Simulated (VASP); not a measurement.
Write the native input for VASP 6.6.1 that does the following.

```
Task                   : relaxation of cell and atoms
Functional             : PBE
Potentials or basis    : VASP PAW PBE potentials, release 64 (Na_pv, Lu)
Cutoff                 : 600 eV
k mesh                 : 14 × 14 × 14
Occupations            : gaussian, width 0.1 eV
Spin                   : no spin polarisation
Dipole correction      : no
Further INCAR settings : ALGO = Fast; EDIFF = 1e-06; IBRION = 2; EDIFFG = -0.01; NSW = 100; ISIF = 3
```

The structure of NaLu lies in POSCAR:

```
NaLu
1.0
    3.9258643133      0.0000000000      0.0000000000
    0.0000000000      3.9258643133      0.0000000000
    0.0000000000      0.0000000000      3.9258643133
Na Lu
1 1
Direct
    0.0000000000      0.0000000000      0.0000000000
    0.5000000000      0.5000000000      0.5000000000
```

The cell was generated, and may not be a known phase.

One way to write it, as run:

INCAR

```
SYSTEM = NaLu
PREC = Accurate
ENCUT = 600
EDIFF = 1E-6
ISMEAR = 0
SIGMA = 0.1
LREAL = .FALSE.
LASPH = .TRUE.
NELM = 80
ALGO = Fast
ISIF = 3
LWAVE = .FALSE.
LCHARG = .FALSE.
GGA = PE
IBRION = 2
NSW = 100
EDIFFG = -0.01
```

KPOINTS

```
regular mesh
0
G
  14 14 14
  0 0 0
```

Potentials or basis: VASP PAW PBE potentials, release 64 (Na_pv, Lu).

Launch:

```console
$ cat potpaw_PBE.64/Na_pv/POTCAR potpaw_PBE.64/Lu/POTCAR > POTCAR
$ mpirun -np 1 vasp_std > vasp.out
```

It gave:

The relaxed volume is 30.57 Å³/atom and the relaxed cell is a = 3.939 Å, b = 3.939 Å, c = 3.939 Å, α = 90.00°, β = 90.00°, γ = 90.00°. The space group after relaxing (to 0.1 Å) is Pm-3m (No. 221), the energy gained by relaxing is 0.4 meV/atom and the ionic steps are 2. The pressure after relaxing is 0.0 GPa. The band gap on the k mesh is zero (bands 16 and 17 overlap by 0.60 eV).

Caveat: spin-orbit coupling is left out, which moves the levels of the heavy elements.

Wall time 12 min on 1 thread of Intel(R) Xeon(R) Platinum 8259CL CPU @ 2.50GHz (Skylake/Cascade Lake), with other jobs on the host, peak memory 0.34 GiB.
